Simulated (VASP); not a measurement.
# HfB (Fm-3m) in VASP: a series of runs

HfB is run at these levels: PBE; tasks: single point.

Everything below comes from runs of VASP 6.6.1. Logs are shortened: lines on timing, memory, paths and dates and some standing lists are left out, and cuts for length are marked.

### 1 The cell of the first run

Symmetry: Fm-3m, No. 225, cubic system. Conventional cell: a = 4.620 Å, b = 4.620 Å, c = 4.620 Å, α = 90.00°, β = 90.00°, γ = 90.00°. Within 3.1 Å of Hf (site symmetry m-3m) lie 6 B at 2.31 Å. B (site symmetry m-3m) has 6 Hf at 2.31 Å within 3.1 Å.

### 2 Single point, PBE

INCAR reads:

```
SYSTEM = HfB
PREC     = Accurate       ! precision mode
ENCUT    = 520            ! plane-wave cutoff, eV
EDIFF    = 1E-6           ! SCF threshold, eV
ISMEAR   = -1             ! smearing method
SIGMA    = 0.05           ! smearing width, eV
LREAL    = .FALSE.        ! projectors in reciprocal space
LASPH    = .TRUE.         ! aspherical terms in the spheres
NELM     = 80             ! most SCF steps
ALGO     = Normal         ! electronic algorithm
ISIF     = 2              ! what is computed and relaxed
LWAVE    = .FALSE.        ! write WAVECAR
LCHARG   = .FALSE.        ! write CHGCAR
GGA      = PE             ! functional
NBANDS   = 14             ! bands
```

KPOINTS reads:

```
regular mesh
0
G
  10 10 10
  0 0 0
```

POSCAR reads:

```
HfB
1.0
    0.0000000000      2.3100000000      2.3100000000
    2.3100000000      0.0000000000      2.3100000000
    2.3100000000      2.3100000000      0.0000000000
Hf B
1 1
Direct
    0.5000000000      0.5000000000      0.5000000000
    0.0000000000      0.0000000000      0.0000000000
```

Potentials or basis: VASP PAW PBE potentials, release 64 (Hf_pv, B).

The run is started by

```
$ cat potpaw_PBE.64/Hf_pv/POTCAR potpaw_PBE.64/B/POTCAR > POTCAR
$ mpirun -np 1 vasp_std > vasp.out
```

OUTCAR:

```text
SYSTEM = HfB
   PREC = Accurate
   ENCUT = 520
   EDIFF = 1E-6
   ISMEAR = -1
   LREAL = .FALSE.
   LASPH = .TRUE.
   NELM = 80
   ISIF = 2
   GGA = PE

 ion  position               nearest neighbor table
   1  0.500  0.500  0.500-   2 2.31   2 2.31   2 2.31   2 2.31   2 2.31   2 2.31
   2  0.000  0.000  0.000-   1 2.31   1 2.31   1 2.31   1 2.31   1 2.31   1 2.31

  LATTYP: Found a face centered cubic cell.
 ALAT       =     4.6200000000

  Lattice vectors:

 A1 = (   0.0000000000,   2.3100000000,   2.3100000000)
 A2 = (   2.3100000000,   0.0000000000,   2.3100000000)
 A3 = (   2.3100000000,   2.3100000000,   0.0000000000)

Analysis of symmetry for initial positions (statically):
=====================================================================
 Subroutine PRICEL returns:
 Original cell was already a primitive cell.

 Routine SETGRP: Setting up the symmetry group for a
 face centered cubic supercell.

 Subroutine GETGRP returns: Found 48 space group operations
 (whereof 48 operations were pure point group operations)
 out of a pool of 48 trial point group operations.

The static configuration has the point symmetry O_h .

Analysis of symmetry for dynamics (positions and initial velocities):
=====================================================================
 Subroutine PRICEL returns:
 Original cell was already a primitive cell.

 Routine SETGRP: Setting up the symmetry group for a
 face centered cubic supercell.

 Subroutine GETGRP returns: Found 48 space group operations
 (whereof 48 operations were pure point group operations)
 out of a pool of 48 trial point group operations.

The dynamic configuration has the point symmetry O_h .

 Subroutine INISYM returns: Found 48 space group operations
 (whereof 48 operations are pure point group operations),
 and found     1 'primitive' translations

----------------------------------------------------------------------------------------

                                     Primitive cell

  volume of cell :      24.6528

  direct lattice vectors                    reciprocal lattice vectors
     0.000000000  2.310000000  2.310000000    -0.216450216  0.216450216  0.216450216
     2.310000000  0.000000000  2.310000000     0.216450216 -0.216450216  0.216450216
     2.310000000  2.310000000  0.000000000     0.216450216  0.216450216 -0.216450216

  length of vectors
     3.266833329  3.266833329  3.266833329     0.374902772  0.374902772  0.374902772

  position of ions in fractional coordinates (direct lattice)
     0.500000000  0.500000000  0.500000000
     0.000000000  0.000000000  0.000000000

  ion indices of the primitive-cell ions
   primitive index   ion index
                 1           1
                 2           2

----------------------------------------------------------------------------------------

 KPOINTS: regular mesh

Automatic generation of k-mesh.
 Grid dimensions read from file:
 generate k-points for:   10   10   10

 Generating k-lattice:

  Cartesian coordinates                     Fractional coordinates (reciprocal lattice)
    -0.021645022  0.021645022  0.021645022     0.100000000  0.000000000  0.000000000
     0.021645022 -0.021645022  0.021645022     0.000000000  0.100000000  0.000000000
     0.021645022  0.021645022 -0.021645022     0.000000000  0.000000000  0.100000000

  Length of vectors
     0.037490277  0.037490277  0.037490277

  Shift w.r.t. Gamma in fractional coordinates (k-lattice)
     0.000000000  0.000000000  0.000000000

 Subroutine IBZKPT returns following result:
 ===========================================

 Found     47 irreducible k-points:

 Following reciprocal coordinates:
            Coordinates               Weight
  0.000000  0.000000  0.000000      1.000000
  0.100000  0.000000  0.000000      8.000000
  0.200000  0.000000  0.000000      8.000000
  0.300000  0.000000  0.000000      8.000000
  0.400000  0.000000  0.000000      8.000000
  0.500000  0.000000  0.000000      4.000000
[... 16 lines left out ...]
  0.300000  0.300000  0.000000      6.000000
  0.400000  0.300000  0.000000     24.000000
 [... further k-points ...]
   k-points           NKPTS =     47   k-points in BZ     NKDIM =     47   number of bands    NBANDS=     14
   number of dos      NEDOS =    301   number of ions     NIONS =      2
   total plane-waves  NPLWV =  13824
   dimension x,y,z NGX =    24 NGY =   24 NGZ =   24
   dimension x,y,z NGXF=    48 NGYF=   48 NGZF=   48
   ions per type =               1   1
   NGX,Y,Z   is equivalent  to a cutoff of  12.21, 12.21, 12.21 a.u.
   NGXF,Y,Z  is equivalent  to a cutoff of  24.43, 24.43, 24.43 a.u.
 SYSTEM =  HfB
   PREC   = accura    normal or accurate (medium, high low for compatibility)
   ISTART =      0    job   : 0-new  1-cont  2-samecut
   ICHARG =      2    charge: 1-file 2-atom 10-const
   ISPIN  =      1    spin polarized calculation?
   LNONCOLLINEAR =      F non collinear calculations
   LSORBIT =      F    spin-orbit coupling
   LASPH  =      T    aspherical Exc in radial PAW
   ENCUT  =  520.0 eV  38.22 Ry    6.18 a.u.   6.07  6.07  6.07*2*pi/ulx,y,z
   NELM   =     80;   NELMIN=  2; NELMDL= -5     # of ELM steps
   EDIFF  = 0.1E-05   stopping-criterion for ELM
   LREAL  =      F    real-space projection
   EDIFFG = 0.1E-04   stopping-criterion for IOM
   NSW    =      0    number of steps for IOM
   IBRION =     -1    ionic relax: 0-MD 1-quasi-New 2-CG
   NFREE  =      0    steps in history (QN), initial steepest desc. (CG)
   ISIF   =      2    stress and relaxation
   ISYM   =      2    0-nonsym 1-usesym 2-fastsym
   POTIM  = 0.5000    time-step for ionic-motion
   TEBEG  =    0.0;   TEEND  =   0.0 temperature during run
   PSTRESS=    0.0 pullay stress
   NELECT =      13.0000    total number of electrons
   NUPDOWN=      -1.0000    fix difference up-down
   EMIN   =  10.00;   EMAX   =-10.00  energy-range for DOS
   EFERMI =   0.00;   METHOD = LEGACY
   ISMEAR =    -1;   SIGMA  =   0.05  broadening in eV -4-tet -1-fermi 0-gaus
   EFERMI_NEDOS =   21; number of points for ismear=-14 and -15
   IALGO  =     38    algorithm
   IMIX   =      4    mixing-type and parameters
     AMIX     =   0.40;   BMIX     =  1.00
     AMIX_MAG =   1.60;   BMIX_MAG =  1.00
  volume/ion in A,a.u.               =      12.33        83.18
  Fermi-wavevector in a.u.,A,eV,Ry     =   1.322617  2.499383 23.800871  1.749315
  Thomas-Fermi vector in A             =   2.452285
   LORBIT       =      0    0 simple, 1 ext, 2 COOP (PROOUT), +10 PAW based schemes
   GGA     = PE    functional components
   LHFCALC =     F    Hartree Fock is set to
   AEXX    =    0.0000 exact exchange contribution
   IVDW    =     0    specifies the selected vdW correction
   LEPSILON=     F    determine dielectric tensor
   LRPA    =     F    only Hartree local field effects (RPA)
 non-spin polarized calculation
  energy-cutoff  :      520.00
  volume of cell :       24.65
 maximum number of plane-waves:       678
   NGX = 13   NGY = 13   NGZ = 13

 number of electron      13.0000002 magnetization

 Free energy of the ion-electron system (eV)
  ---------------------------------------------------
  ext. energy  EPLUGINS =         0.00000000
  ---------------------------------------------------
  free energy    TOTEN  =       -17.14939910 eV

  energy without entropy =      -17.13815192  energy(sigma->0) =      -17.14377551

 E-fermi :   5.1065     XC(G=0): -12.3032

 val. band max:        5.0837144092   @ k =  -0.2000   0.1000   0.0000
 cond. band min:       5.1177471803   @ k =   0.5000   0.3000   0.1000
 fundamental gap:      0.0340327711
 Fermi energy:         5.1064894111

 k-point     1 :       0.0000    0.0000    0.0000
  band No.  band energies     occupation
      1     -23.1671      2.00000
      2     -23.1671      2.00000
      3     -23.1671      2.00000
      4      -4.4498      2.00000
      5       7.3292      0.00000
      6       7.3292      0.00000
      7       7.3292      0.00000
      8       9.0781      0.00000
      9       9.0781      0.00000
     10       9.0781      0.00000
     11       9.3552      0.00000
     12       9.3552      0.00000
     13      16.8031      0.00000
     14      18.1339      0.00000

 k-point     2 :       0.1000    0.0000    0.0000
  band No.  band energies     occupation
      1     -23.2417      2.00000
      2     -23.1747      2.00000
      3     -23.1747      2.00000
      4      -4.1613      2.00000
      5       6.4159      0.00000
      6       6.9557      0.00000
      7       6.9557      0.00000
      8       8.0564      0.00000
      9       8.0564      0.00000
     10       9.5380      0.00000
     11      11.3316      0.00000
     12      11.3316      0.00000
     13      17.5370      0.00000
     14      18.4495      0.00000

 k-point     3 :       0.2000    0.0000    0.0000
  band No.  band energies     occupation
      1     -23.4318      2.00000
      2     -23.1942      2.00000
      3     -23.1942      2.00000
      4      -3.3550      2.00000
      5       4.8899      1.97407
      6       5.6634      0.00003
      7       5.6634      0.00003
      8       8.6412      0.00000
      9       8.6412      0.00000
     10      10.0394      0.00000
     11      13.7206      0.00000
     12      13.7206      0.00000
     13      18.8426      0.00000
     14      19.4477      0.00000
[... 324 lines left out ...]
 k-point    23 :       0.3000    0.3000    0.0000
  band No.  band energies     occupation
      1     -23.6166      2.00000
      2     -23.3378      2.00000
      3     -23.3378      2.00000
      4      -1.9614      2.00000
      5       2.9909      2.00000
      6       4.8838      1.97699
      7       6.8169      0.00000
      8       6.8169      0.00000
      9      10.5751      0.00000
     10      12.9940      0.00000
     11      12.9940      0.00000
     12      16.6543      0.00000
     13      19.9901      0.00000
     14      20.4236      0.00000

 k-point    24 :       0.4000    0.3000    0.0000
  band No.  band energies     occupation
      1     -23.7113      2.00000
      2     -23.3880      2.00000
      3     -23.3652      2.00000
      4      -1.5030      2.00000
      5       2.9720      2.00000
      6       4.3489      2.00000
      7       6.4777      0.00000
      8       7.2941      0.00000
      9      11.4859      0.00000
     10      13.1155      0.00000
     11      13.3892      0.00000
     12      17.5972      0.00000
     13      18.0569      0.00000
     14      20.3436      0.00000

 [... further k-points ...]
[... 5 lines left out ...]
  --------------------------------------------------------------------------------------
  -------------------------------------------------------------------------------------
  Total        4.6868153      4.6868153      4.6868153      0.0000000      0.0000000      0.0000000
  in kB      304.5948038    304.5948038    304.5948038      0.0000000      0.0000000      0.0000000
  external PRESSURE =     304.5948038 kB  Pullay stress =       0.0000000 kB

 VOLUME and BASIS-vectors are now :
 -----------------------------------------------------------------------------
  energy-cutoff  :      520.00
  volume of cell :       24.65
      direct lattice vectors                 reciprocal lattice vectors
     0.000000000  2.310000000  2.310000000    -0.216450216  0.216450216  0.216450216
     2.310000000  0.000000000  2.310000000     0.216450216 -0.216450216  0.216450216
     2.310000000  2.310000000  0.000000000     0.216450216  0.216450216 -0.216450216

 POSITION                                       TOTAL-FORCE (eV/Angst)
 -----------------------------------------------------------------------------------
      2.31000      2.31000      2.31000         0.000000      0.000000     -0.000000
      0.00000      0.00000      0.00000        -0.000000     -0.000000      0.000000
 -----------------------------------------------------------------------------------
    total drift:                               -0.000000     -0.000000      0.000000

  FREE ENERGIE OF THE ION-ELECTRON SYSTEM (eV)
  ---------------------------------------------------
  free  energy   TOTEN  =       -17.1493991010 eV

  energy  without entropy=      -17.1381519218  energy(sigma->0) =      -17.14377551
```

Wall time 7.5 s (1 thread of AMD EPYC 9R45 (Zen 5), shared host); peak memory 0.12 GiB.

Results:

| Item | Value |
| --- | --- |
| Free energy | -17.1494 eV |
| Pressure | 30.5 GPa |

Caveat: spin-orbit coupling is left out, which moves the levels of the heavy elements.

### 3 Single point, PBE (volume scaled by 0.98)

INCAR reads:

```
ALGO = Normal
EDIFF = 1E-7
ENCUT = 520
GGA = PE
ISIF = 2
ISMEAR = -1
LASPH = T
LCHARG = F
LREAL = F
LWAVE = F
NBANDS = 14
NELM = 60
PREC = Accurate
SIGMA = 0.05
```

KPOINTS reads:

```
k-points
0
Gamma
  10 10 10
```

POSCAR reads:

```
HfB
1.0
    0.0000000000      2.2944961772      2.2944961772
    2.2944961772      0.0000000000      2.2944961772
    2.2944961772      2.2944961772      0.0000000000
Hf B
1 1
Direct
    0.5000000000      0.5000000000      0.5000000000
    0.0000000000      0.0000000000      0.0000000000
```

Potentials or basis: VASP PAW PBE potentials, release 64 (Hf_pv, B).

The run is started by

```
$ cat potpaw_PBE.64/Hf_pv/POTCAR potpaw_PBE.64/B/POTCAR > POTCAR
$ mpirun -np 1 vasp_std > vasp.out
```

Wall time 8.2 s (1 thread of AMD EPYC 9R45 (Zen 5), shared host); peak memory 0.12 GiB.

Results (log left out):

```
Free energy : -17.0465 eV
Pressure    : 36.4 GPa
```

Levels at points of the mesh, in eV from the Fermi level:
| k point | band 4 | band 5 | band 6 | band 7 | band 8 | band 9 | band 10 | band 11 |
| --- | --- | --- | --- | --- | --- | --- | --- | --- |
| (0.00, 0.00, 0.00) | -9.62 | 2.24 | 2.24 | 2.24 | 4.03 | 4.03 | 4.03 | 4.33 |
| (0.50, 0.00, 0.00) | -5.07 | -3.97 | -1.39 | -1.39 | 6.70 | 6.70 | 7.79 | 8.59 |
| (0.50, 0.50, 0.00) | -6.78 | -1.14 | -0.82 | 2.46 | 2.46 | 6.41 | 8.12 | 8.12 |

Caveat: spin-orbit coupling is left out, which moves the levels of the heavy elements.

### 4 Single point, PBE (volume scaled by 1.02)

INCAR reads:

```
PREC     = Accurate       # precision mode
ENCUT    = 520            # plane-wave cutoff, eV
EDIFF    = 1E-6           # SCF threshold, eV
ISMEAR   = -1             # smearing method
SIGMA    = 0.05           # smearing width, eV
LREAL    = F              # projectors in reciprocal space
LASPH    = T              # aspherical terms in the spheres
NELM     = 80             # most SCF steps
ALGO     = Normal         # electronic algorithm
ISIF     = 2              # what is computed and relaxed
LWAVE    = F              # write WAVECAR
LCHARG   = F              # write CHGCAR
GGA      = PE             # functional
NBANDS   = 14             # bands
```

KPOINTS reads:

```
regular mesh
0
Gamma
  10 10 10
```

POSCAR reads:

```
HfB
1.0
    0.0000000000      2.3252984591      2.3252984591
    2.3252984591      0.0000000000      2.3252984591
    2.3252984591      2.3252984591      0.0000000000
Hf B
1 1
Direct
    0.5000000000      0.5000000000      0.5000000000
    0.0000000000      0.0000000000      0.0000000000
```

Potentials or basis: VASP PAW PBE potentials, release 64 (Hf_pv, B).

The run is started by

```
$ cat potpaw_PBE.64/Hf_pv/POTCAR potpaw_PBE.64/B/POTCAR > POTCAR
$ mpirun -np 1 vasp_std > vasp.out
```

OUTCAR:

```text
PREC = Accurate
   ENCUT = 520
   EDIFF = 1E-6
   ISMEAR = -1
   LREAL = F
   LASPH = T
   NELM = 80
   ISIF = 2
   GGA = PE

 ion  position               nearest neighbor table
   1  0.500  0.500  0.500-   2 2.33   2 2.33   2 2.33   2 2.33   2 2.33   2 2.33
   2  0.000  0.000  0.000-   1 2.33   1 2.33   1 2.33   1 2.33   1 2.33   1 2.33

  LATTYP: Found a face centered cubic cell.
 ALAT       =     4.6505969182

  Lattice vectors:

 A1 = (   0.0000000000,   2.3252984591,   2.3252984591)
[... 583 lines left out ...]
      8       7.1187      0.00000
      9      11.2274      0.00000
     10      12.8163      0.00000
     11      13.0892      0.00000
     12      17.1728      0.00000
     13      17.6346      0.00000
     14      20.0928      0.00000

 [... further k-points ...]
[... 5 lines left out ...]
  --------------------------------------------------------------------------------------
  -------------------------------------------------------------------------------------
  Total        3.9351537      3.9351537      3.9351537     -0.0000000      0.0000000      0.0000000
  in kB      250.7299277    250.7299277    250.7299277     -0.0000000      0.0000000      0.0000000
  external PRESSURE =     250.7299277 kB  Pullay stress =       0.0000000 kB

 VOLUME and BASIS-vectors are now :
 -----------------------------------------------------------------------------
  energy-cutoff  :      520.00
  volume of cell :       25.15
      direct lattice vectors                 reciprocal lattice vectors
     0.000000000  2.325298459  2.325298459    -0.215026161  0.215026161  0.215026161
     2.325298459  0.000000000  2.325298459     0.215026161 -0.215026161  0.215026161
     2.325298459  2.325298459  0.000000000     0.215026161  0.215026161 -0.215026161

 POSITION                                       TOTAL-FORCE (eV/Angst)
 -----------------------------------------------------------------------------------
      2.32530      2.32530      2.32530         0.000000      0.000000     -0.000000
      0.00000      0.00000      0.00000        -0.000000     -0.000000      0.000000
 -----------------------------------------------------------------------------------
    total drift:                               -0.000000     -0.000000      0.000000

  FREE ENERGIE OF THE ION-ELECTRON SYSTEM (eV)
  ---------------------------------------------------
  free  energy   TOTEN  =       -17.2349673679 eV

  energy  without entropy=      -17.2228721035  energy(sigma->0) =      -17.22891974
```

stdout:

```text
POSCAR found type information on POSCAR HfB
 POSCAR found :  2 types and       2 ions
 scaLAPACK will be used
 LDA part: xc-table for (Slater+PW92), standard interpolation
 POSCAR, INCAR and KPOINTS ok, starting setup
 FFT: planning ... GRIDC
 FFT: planning ... GRID_SOFT
 FFT: planning ... GRID
 WAVECAR not read
 entering main loop
```

Wall time 7.3 s (1 thread of AMD EPYC 9R45 (Zen 5), shared host); peak memory 0.12 GiB.

What came out:

| Quantity | Value |
| --- | --- |
| Free energy | -17.2350 eV |
| Pressure | 25.1 GPa |

Levels at points of the mesh, in eV from the Fermi level:
```csv
k point,band 5,band 6,band 7,band 8,band 9,band 10
"(0.00, 0.00, 0.00)",2.20,2.20,2.20,3.92,3.92,3.92
"(0.50, 0.00, 0.00)",-4.12,-1.32,-1.32,6.43,6.43,7.45
"(0.50, 0.50, 0.00)",-1.03,-0.95,2.32,2.32,6.15,7.77
```

Caveat: spin-orbit coupling is left out, which moves the levels of the heavy elements.

### 5 Overview

```csv
cell,gap on the mesh (eV),pressure (GPa)
"a = 3.267 Å, angles 60.0°, 2 atoms",none,30.5
"a = 3.245 Å, angles 60.0°, 2 atoms",none,36.4
"a = 3.288 Å, angles 60.0°, 2 atoms",none,25.1
```

Alike in all rows: task single point; level PBE; potentials or basis VASP PAW PBE potentials, release 64 (Hf_pv, B); no spin polarisation; k mesh 10 × 10 × 10; cutoff (eV) 520; smearing fermi-dirac 0.05 eV.

Caveats: spin-orbit coupling is left out, which moves the levels of the heavy elements.

Absolute energies hang on the potentials; compare differences alone.
